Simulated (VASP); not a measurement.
# Te (Fd-3m) in VASP: further runs

Te is run at these levels: PBEsol; tasks: relaxation of cell and atoms.

Everything below comes from runs of VASP 6.6.1. Logs are shortened: lines on timing, memory, paths and dates and some standing lists are left out, and cuts for length are marked.

### Step 1. The cell of the first run

It takes space group Fd-3m (No. 227, cubic). Conventional cell: a = 5.920 Å, b = 5.920 Å, c = 5.920 Å, α = 90.00°, β = 90.00°, γ = 90.00°. Te (site symmetry -43m) has 4 Te at 2.56 Å within 3.4 Å.

This isn't the form of Te at room conditions, which is trigonal, of chains.

### Step 2. Relaxation of cell and atoms, PBEsol, target pressure 20 GPa, at which the enthalpy is minimised

File INCAR:

```
  ALGO = Normal
  EDIFF = 1E-6
  EDIFFG = -0.005
  ENCUT = 600
  GGA = PS
  IBRION = 2
  ISIF = 3
  ISMEAR = -1
  LASPH = T
  LCHARG = F
  LREAL = F
  LWAVE = F
  NELM = 60
  NSW = 60
  PREC = Accurate
  PSTRESS = 200.0
  SIGMA = 0.1
```

File KPOINTS:

```
k-points
0
Gamma
  11 11 11
```

File POSCAR:

```
Te
1.0
    0.0000000000      2.9597582904      2.9597582904
    2.9597582904      0.0000000000      2.9597582904
    2.9597582904      2.9597582904      0.0000000000
Te
2
Direct
   -0.1250000000     -0.1250000000     -0.1250000000
    0.1250000000      0.1250000000      0.1250000000
```

Potentials or basis: VASP PAW PBE potentials, release 64 (Te).

Command:

```sh
cat potpaw_PBE.64/Te/POTCAR > POTCAR
mpirun -np 1 vasp_std > vasp.out
```

OUTCAR:

```text
EDIFF = 1E-6
   EDIFFG = -0.005
   ENCUT = 600
   GGA = PS
   IBRION = 2
   ISIF = 3
   ISMEAR = -1
   LASPH = T
   LREAL = F
   NELM = 60
   NSW = 60
   PREC = Accurate
   PSTRESS = 200.0

 ion  position               nearest neighbor table
   1  0.875  0.875  0.875-   2 2.56   2 2.56   2 2.56   2 2.56
   2  0.125  0.125  0.125-   1 2.56   1 2.56   1 2.56   1 2.56

  LATTYP: Found a face centered cubic cell.
 ALAT       =     5.9195165808

  Lattice vectors:

 A1 = (   0.0000000000,   2.9597582904,   2.9597582904)
 A2 = (   2.9597582904,   0.0000000000,   2.9597582904)
 A3 = (   2.9597582904,   2.9597582904,   0.0000000000)

Analysis of symmetry for initial positions (statically):
=====================================================================
 Subroutine PRICEL returns:
 Original cell was already a primitive cell.

 Routine SETGRP: Setting up the symmetry group for a
 face centered cubic supercell.

 Subroutine GETGRP returns: Found 48 space group operations
 (whereof 12 operations were pure point group operations)
 out of a pool of 48 trial point group operations.

The static configuration has the point symmetry D_3d.
 The point group associated with its full space group is O_h .

Analysis of symmetry for dynamics (positions and initial velocities):
=====================================================================
 Subroutine PRICEL returns:
 Original cell was already a primitive cell.

 Routine SETGRP: Setting up the symmetry group for a
 face centered cubic supercell.

 Subroutine GETGRP returns: Found 48 space group operations
 (whereof 12 operations were pure point group operations)
 out of a pool of 48 trial point group operations.

The dynamic configuration has the point symmetry D_3d.
 The point group associated with its full space group is O_h .

 Subroutine INISYM returns: Found 48 space group operations
 (whereof 12 operations are pure point group operations),
 and found     1 'primitive' translations

----------------------------------------------------------------------------------------

                                     Primitive cell

  volume of cell :      51.8560

  direct lattice vectors                    reciprocal lattice vectors
     0.000000000  2.959758290  2.959758290    -0.168932714  0.168932714  0.168932714
     2.959758290  0.000000000  2.959758290     0.168932714 -0.168932714  0.168932714
     2.959758290  2.959758290  0.000000000     0.168932714  0.168932714 -0.168932714

  length of vectors
     4.185730316  4.185730316  4.185730316     0.292600043  0.292600043  0.292600043

  position of ions in fractional coordinates (direct lattice)
     0.875000000  0.875000000  0.875000000
     0.125000000  0.125000000  0.125000000

  ion indices of the primitive-cell ions
   primitive index   ion index
                 1           1
                 2           2

----------------------------------------------------------------------------------------

 KPOINTS: k-points

Automatic generation of k-mesh.
 Grid dimensions read from file:
 generate k-points for:   11   11   11

 Generating k-lattice:

  Cartesian coordinates                     Fractional coordinates (reciprocal lattice)
    -0.015357519  0.015357519  0.015357519     0.090909091  0.000000000  0.000000000
     0.015357519 -0.015357519  0.015357519     0.000000000  0.090909091  0.000000000
     0.015357519  0.015357519 -0.015357519     0.000000000  0.000000000  0.090909091

  Length of vectors
     0.026600004  0.026600004  0.026600004

  Shift w.r.t. Gamma in fractional coordinates (k-lattice)
     0.000000000  0.000000000  0.000000000

 Subroutine IBZKPT returns following result:
 ===========================================

 Found     56 irreducible k-points:

 Following reciprocal coordinates:
            Coordinates               Weight
  0.000000  0.000000  0.000000      1.000000
  0.090909  0.000000  0.000000      8.000000
  0.181818  0.000000  0.000000      8.000000
  0.272727  0.000000  0.000000      8.000000
  0.363636  0.000000  0.000000      8.000000
  0.454545  0.000000  0.000000      8.000000
[... 16 lines left out ...]
 -0.272727  0.181818  0.000000     24.000000
 -0.181818  0.181818  0.000000     12.000000
 [... further k-points ...]
   k-points           NKPTS =     56   k-points in BZ     NKDIM =     56   number of bands    NBANDS=     10
   number of dos      NEDOS =    301   number of ions     NIONS =      2
   total plane-waves  NPLWV =  46656
   dimension x,y,z NGX =    36 NGY =   36 NGZ =   36
   dimension x,y,z NGXF=    72 NGYF=   72 NGZF=   72
   ions per type =               2
   NGX,Y,Z   is equivalent  to a cutoff of  14.30, 14.30, 14.30 a.u.
   NGXF,Y,Z  is equivalent  to a cutoff of  28.60, 28.60, 28.60 a.u.
 SYSTEM =  unknown system
   PREC   = accura    normal or accurate (medium, high low for compatibility)
   ISTART =      0    job   : 0-new  1-cont  2-samecut
   ICHARG =      2    charge: 1-file 2-atom 10-const
   ISPIN  =      1    spin polarized calculation?
   LNONCOLLINEAR =      F non collinear calculations
   LSORBIT =      F    spin-orbit coupling
   LASPH  =      T    aspherical Exc in radial PAW
   ENCUT  =  600.0 eV  44.10 Ry    6.64 a.u.   8.36  8.36  8.36*2*pi/ulx,y,z
   NELM   =     60;   NELMIN=  2; NELMDL= -5     # of ELM steps
   EDIFF  = 0.1E-05   stopping-criterion for ELM
   LREAL  =      F    real-space projection
   EDIFFG = -.5E-02   stopping-criterion for IOM
   NSW    =     60    number of steps for IOM
   IBRION =      2    ionic relax: 0-MD 1-quasi-New 2-CG
   NFREE  =      1    steps in history (QN), initial steepest desc. (CG)
   ISIF   =      3    stress and relaxation
   ISYM   =      2    0-nonsym 1-usesym 2-fastsym
   POTIM  = 0.5000    time-step for ionic-motion
   TEBEG  =    0.0;   TEEND  =   0.0 temperature during run
   PSTRESS=  200.0 pullay stress
   NELECT =      12.0000    total number of electrons
   NUPDOWN=      -1.0000    fix difference up-down
   EMIN   =  10.00;   EMAX   =-10.00  energy-range for DOS
   EFERMI =   0.00;   METHOD = LEGACY
   ISMEAR =    -1;   SIGMA  =   0.10  broadening in eV -4-tet -1-fermi 0-gaus
   EFERMI_NEDOS =   21; number of points for ismear=-14 and -15
   IALGO  =     38    algorithm
   IMIX   =      4    mixing-type and parameters
     AMIX     =   0.40;   BMIX     =  1.00
     AMIX_MAG =   1.60;   BMIX_MAG =  1.00
  volume/ion in A,a.u.               =      25.93       174.97
  Fermi-wavevector in a.u.,A,eV,Ry     =   1.005084  1.899333 13.744520  1.010194
  Thomas-Fermi vector in A             =   2.137741
   LORBIT       =      0    0 simple, 1 ext, 2 COOP (PROOUT), +10 PAW based schemes
   GGA     = PS    functional components
   LHFCALC =     F    Hartree Fock is set to
   AEXX    =    0.0000 exact exchange contribution
   IVDW    =     0    specifies the selected vdW correction
   LEPSILON=     F    determine dielectric tensor
   LRPA    =     F    only Hartree local field effects (RPA)
 conjugate gradient relaxation of ions
 non-spin polarized calculation
  energy-cutoff  :      600.00
  volume of cell :       51.86
 maximum number of plane-waves:      1759
 NGX is ok and might be reduce to    36
   NGX = 17   NGY = 17   NGZ = 17

--------------------------------------- Ionic step        1  -------------------------------------------

 number of electron      12.0000000 magnetization

 Free energy of the ion-electron system (eV)
  ---------------------------------------------------
  ext. energy  EPLUGINS =         0.00000000
  ---------------------------------------------------
  free energy    TOTEN  =        -2.54506976 eV

  energy without entropy =       -2.49441350  energy(sigma->0) =       -2.51974163

 E-fermi :   9.8974     XC(G=0): -10.2433

 val. band max:        9.8500253047   @ k =  -0.3636   0.2727   0.0909
 cond. band min:       9.9103225132   @ k =   0.2727   0.0909   0.0000
 fundamental gap:      0.0602972085
 Fermi energy:         9.8974456194

 k-point     1 :       0.0000    0.0000    0.0000
  band No.  band energies     occupation
      1      -7.4461      2.00000
      2       3.8493      2.00000
      3       5.1762      2.00000
      4       5.1762      2.00000
      5       5.1762      2.00000
      6       8.3389      2.00000
      7       8.3389      2.00000
      8       8.3389      2.00000
      9      12.9076      0.00000
     10      15.4856      0.00000

 k-point     2 :       0.0909    0.0000    0.0000
  band No.  band energies     occupation
      1      -7.3559      2.00000
      2       2.8454      2.00000
      3       5.0294      2.00000
      4       5.0294      2.00000
      5       5.7544      2.00000
      6       8.5462      2.00000
      7       8.5462      2.00000
      8       8.6458      1.99999
      9      13.3089      0.00000
     10      15.0440      0.00000
[... 734 lines left out ...]
 VOLUME and BASIS-vectors are now :
 -----------------------------------------------------------------------------
  energy-cutoff  :      600.00
  volume of cell :       63.84
      direct lattice vectors                 reciprocal lattice vectors
     0.000000000  3.172110672  3.172110672    -0.157623756  0.157623756  0.157623756
     3.172110672  0.000000000  3.172110672     0.157623756 -0.157623756  0.157623756
     3.172110672  3.172110672  0.000000000     0.157623756  0.157623756 -0.157623756

 POSITION                                       TOTAL-FORCE (eV/Angst)
 -----------------------------------------------------------------------------------
      5.55119      5.55119      5.55119        -0.000000      0.000000     -0.000000
      0.79303      0.79303      0.79303         0.000000     -0.000000      0.000000
 -----------------------------------------------------------------------------------
    total drift:                               -0.000000      0.000000      0.000000

  FREE ENERGIE OF THE ION-ELECTRON SYSTEM (eV)
  ---------------------------------------------------
  free  energy   TOTEN  =        -4.9707667440 eV

  energy  without entropy=       -4.9109522767  energy(sigma->0) =       -4.94085951

  enthalpy is  TOTEN    =         2.9980603221 eV   P V=        7.9688270662

--------------------------------------- Ionic step        5  -------------------------------------------

 number of electron      11.9999999 magnetization

 Free energy of the ion-electron system (eV)
  ---------------------------------------------------
  ext. energy  EPLUGINS =         0.00000000
  ---------------------------------------------------
  free energy    TOTEN  =        -4.93252409 eV

  energy without entropy =       -4.87267186  energy(sigma->0) =       -4.90259798

 E-fermi :   7.1644     XC(G=0):  -9.3240

 val. band max:        7.1626078866   @ k =  -0.3636   0.3636   0.0000
 cond. band min:       7.1663780820   @ k =   0.2727   0.1818   0.0909
 fundamental gap:      0.0037701954
 Fermi energy:         7.1644322780

 k-point     1 :       0.0000    0.0000    0.0000
  band No.  band energies     occupation
      1      -8.3626      2.00000
      2      -0.1447      2.00000
      3       3.0349      2.00000
      4       3.0349      2.00000
      5       3.0349      2.00000
      6       5.9461      1.99999
      7       5.9461      1.99999
      8       5.9461      1.99999
      9      10.3508      0.00000
     10      12.8061      0.00000

 k-point     2 :       0.0909    0.0000    0.0000
  band No.  band energies     occupation
      1      -8.2907      2.00000
      2      -0.5604      2.00000
      3       2.9265      2.00000
      4       2.9265      2.00000
      5       3.1725      2.00000
      6       6.1062      1.99995
      7       6.1062      1.99995
      8       6.1429      1.99993
      9      10.6778      0.00000
     10      12.4823      0.00000
[... 299 lines left out ...]
 VOLUME and BASIS-vectors are now :
 -----------------------------------------------------------------------------
  energy-cutoff  :      600.00
  volume of cell :       63.53
      direct lattice vectors                 reciprocal lattice vectors
     0.000000000  3.166963770  3.166963770    -0.157879924  0.157879924  0.157879924
     3.166963770  0.000000000  3.166963770     0.157879924 -0.157879924  0.157879924
     3.166963770  3.166963770  0.000000000     0.157879924  0.157879924 -0.157879924

 POSITION                                       TOTAL-FORCE (eV/Angst)
 -----------------------------------------------------------------------------------
      5.54219      5.54219      5.54219         0.000000     -0.000000      0.000000
      0.79174      0.79174      0.79174        -0.000000      0.000000     -0.000000
 -----------------------------------------------------------------------------------
    total drift:                               -0.000000      0.000000      0.000000

  FREE ENERGIE OF THE ION-ELECTRON SYSTEM (eV)
  ---------------------------------------------------
  free  energy   TOTEN  =        -4.9325240904 eV

  energy  without entropy=       -4.8726718642  energy(sigma->0) =       -4.90259798

  enthalpy is  TOTEN    =         2.9975764638 eV   P V=        7.9301005542

 reached required accuracy - stopping structural energy minimisation
```

Run time: 3.5 min. Hardware: 1 thread of Oxide Virtual Turin-like, shared host; peak memory 0.19 GiB.

What came out:

```
Free energy                                                : -4.9325 eV
Relaxed volume                                             : 31.76 Å³/atom
Relaxed cell                                               : a = 4.479 Å, b = 4.479 Å, c = 4.479 Å, α = 60.00°, β = 60.00°, γ = 60.00°
Space group after relaxing (to 0.1 Å)                      : Fd-3m (No. 227)
Energy change on relaxing (the run minimises the enthalpy) : -1193.7 meV/atom
Ionic steps                                                : 5
Pressure after relaxing                                    : 20.0 GPa
Band gap on the k mesh                                     : zero (bands 6 and 7 overlap by 1.86 eV)
```

Step by step:
```csv
step,energy change (eV),largest force (eV/Å),pressure (GPa),volume (Å³)
1,0.0000,0.0000,49.79,51.86
2,-3.4593,0.0000,-2.40,97.09
3,-2.6083,0.0000,17.08,65.44
4,-2.4257,0.0000,19.50,63.84
5,-2.3875,0.0000,20.00,63.53
```

Final structure:
```
Te
1.0
     0.00000    3.16696    3.16696
     3.16696    0.00000    3.16696
     3.16696    3.16696    0.00000
Te
2
Direct
  0.87500 0.87500 0.87500
  0.12500 0.12500 0.12500
```

Caveat: the cell is relaxed towards a set pressure, so the run minimises the enthalpy, not the energy; the volume moved by over 15 % at a fixed basis, so the end points are rough; the PAW data sets were made with another functional, which shifts forces and pressure a little; spin-orbit coupling is left out, which moves the levels of the heavy elements.

### Step 3. Relaxation of cell and atoms, PBEsol, target pressure 20 GPa, at which the enthalpy is minimised

This run uses another cell than the first one, of 31.68 Å³/atom.

File INCAR:

```
SYSTEM = Te
PREC     = Accurate       ! precision mode
ENCUT    = 600            ! plane-wave cutoff, eV
EDIFF    = 1E-7           ! SCF threshold, eV
ISMEAR   = -1             ! smearing method
SIGMA    = 0.1            ! smearing width, eV
LREAL    = .False.        ! projectors in reciprocal space
LASPH    = .True.         ! aspherical terms in the spheres
NELM     = 60             ! most SCF steps
ALGO     = Normal         ! electronic algorithm
ISIF     = 3              ! what is computed and relaxed
LWAVE    = .False.        ! write WAVECAR
LCHARG   = .False.        ! write CHGCAR
GGA      = PS             ! functional
IBRION   = 2              ! ionic algorithm
NSW      = 32             ! ionic steps
EDIFFG   = -0.005         ! ionic threshold
PSTRESS  = 200.0
```

File KPOINTS:

```
regular mesh
0
Gamma
  11 11 11
  0 0 0
```

File POSCAR:

```
Te
1.0
    0.0000000000      3.1642183658      3.1642183658
    3.1642183658      0.0000000000      3.1642183658
    3.1642183658      3.1642183658      0.0000000000
Te
2
Direct
   -0.1250000000     -0.1250000000     -0.1250000000
    0.1250000000      0.1250000000      0.1250000000
```

Potentials or basis: VASP PAW PBE potentials, release 64 (Te).

Command:

```sh
cat potpaw_PBE.64/Te/POTCAR > POTCAR
mpirun -np 1 vasp_std > vasp.out
```

It took 2.3 min on 1 thread of Oxide Virtual Turin-like, shared host; peak memory 0.19 GiB.

Results (log left out):

- Free energy: -4.9330 eV
- Relaxed volume: 31.76 Å³/atom
- Relaxed cell: a = 4.479 Å, b = 4.479 Å, c = 4.479 Å, α = 60.00°, β = 60.00°, γ = 60.00°
- Space group after relaxing (to 0.1 Å): Fd-3m (No. 227)
- Energy change on relaxing (the run minimises the enthalpy): -10.4 meV/atom
- Ionic steps: 3
- Pressure after relaxing: 20.0 GPa
- Band gap on the k mesh: zero (bands 6 and 7 overlap by 1.86 eV)

Step by step:
| step | energy change (eV) | largest force (eV/Å) | pressure (GPa) | volume (Å³) |
| --- | --- | --- | --- | --- |
| 1 | 0.0000 | 0.0000 | 20.28 | 63.36 |
| 2 | -0.0622 | 0.0000 | 19.46 | 63.86 |
| 3 | -0.0208 | 0.0000 | 20.00 | 63.53 |

Final structure:
```
Te
1.0
     0.00000    3.16697    3.16697
     3.16697    0.00000    3.16697
     3.16697    3.16697    0.00000
Te
2
Direct
  0.87500 0.87500 0.87500
  0.12500 0.12500 0.12500
```

Levels at points of the mesh, in eV from the Fermi level:
| k point | band 4 | band 5 | band 6 | band 7 | band 8 | band 9 |
| --- | --- | --- | --- | --- | --- | --- |
| (0.00, 0.00, 0.00) | -4.13 | -4.13 | -1.22 | -1.22 | -1.22 | 3.19 |

Caveat: the cell is relaxed towards a set pressure, so the run minimises the enthalpy, not the energy; the PAW data sets were made with another functional, which shifts forces and pressure a little; spin-orbit coupling is left out, which moves the levels of the heavy elements.
